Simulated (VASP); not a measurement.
Wanted: the native input for a VASP 6.6.1 run.

```
Task                   : single point
Functional             : r2SCAN
Potentials or basis    : VASP PAW PBE potentials, release 64 (Cd, Te)
Cutoff                 : 520 eV
k mesh                 : 8 × 8 × 8
Occupations            : gaussian, width 0.05 eV
Spin                   : no spin polarisation
Dipole correction      : no
Further INCAR settings : ALGO = Normal; EDIFF = 1e-07; NBANDS = 16
```

Crystal: CdTe.

```
CELL_PARAMETERS angstrom
0.00000 3.27790 3.17956
3.27790 0.00000 3.17956
3.27790 3.27790 0.00000
ATOMIC_POSITIONS crystal
Cd 0.00000 0.00000 0.00000
Te 0.75000 0.75000 0.75000
```

This cell differs from its parent crystal: strain +0.000 along x and y, -0.030 along z.

These files were run (other wordings do the same):

POSCAR

```
CdTe
1.0
    0.0000000000      3.2778966132      3.1795597148
    3.2778966132      0.0000000000      3.1795597148
    3.2778966132      3.2778966132      0.0000000000
Cd Te
1 1
Direct
    0.0000000000      0.0000000000      0.0000000000
    0.7500000000      0.7500000000      0.7500000000
```

INCAR.step1

```
PREC = Accurate ; ENCUT = 520
ISMEAR = 0 ; SIGMA = 0.05
LREAL = F ; LASPH = T
NELM = 80 ; NBANDS = 16
GGA = PE ; ALGO = Normal
EDIFF = 1E-4 ; LWAVE = T
LCHARG = F
```

INCAR.step2

```
PREC = Accurate ; ENCUT = 520
EDIFF = 1E-7 ; ISMEAR = 0
SIGMA = 0.05 ; LREAL = F
LASPH = T ; NELM = 80
ALGO = Normal ; ISIF = 2
LWAVE = F ; LCHARG = T
METAGGA = R2SCAN ; LMIXTAU = T
LELF = T ; LVHAR = T
NBANDS = 16 ; ISTART = 1
```

KPOINTS

```
Automatic mesh
0
Gamma
  8 8 8
```

Potentials or basis: VASP PAW PBE potentials, release 64 (Cd, Te).

Run with:

```console
$ cat potpaw_PBE.64/Cd/POTCAR potpaw_PBE.64/Te/POTCAR > POTCAR
$ cp INCAR.step1 INCAR
$ mpirun -np 1 vasp_std > vasp.out
$ cp INCAR.step2 INCAR
$ mpirun -np 1 vasp_std > vasp.out
```

Results of the run:

```
Pressure               : 1.5 GPa
Band gap on the k mesh : 1.19 eV
```

Caveat: the cell differs from its parent crystal (strain +0.000 along x and y, -0.030 along z); the PAW data sets were made with another functional, which shifts forces and pressure a little; spin-orbit coupling is left out, which moves the levels of the heavy elements.

Wall time 6.7 min on 1 thread of Intel Xeon 8259CL, with other jobs on the host, peak memory 0.26 GiB.
